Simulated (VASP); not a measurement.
The system is RbBr.

```
CELL_PARAMETERS angstrom
0.00000 3.46083 3.46083
3.46083 0.00000 3.46083
3.46083 3.46083 0.00000
ATOMIC_POSITIONS crystal
Rb 0.00000 0.00000 0.00000
Br 0.50000 0.50000 0.50000
```

Base run:

* Program: VASP 6.6.1
* Functional: HSE06
* Potentials or basis: VASP PAW PBE potentials, release 64 (Rb_sv, Br)
* Cutoff: 520 eV
* k mesh: 4 × 4 × 4
* Occupations: gaussian, width 0.01 eV
* Spin: no spin polarisation

Its results: band gap on the k mesh 5.44 eV; pressure 0.3 GPa.

Question: The run is repeated on the same cell with these changes: functional from HSE06 to r2SCAN; k mesh from 4 × 4 × 4 to 6 × 6 × 6. What comes out?

Answer: Band gap on the k mesh 4.89 eV; pressure 0.0 GPa.

Several settings changed at once.

Caveats: the PAW data sets were made with another functional, which shifts forces and pressure a little.

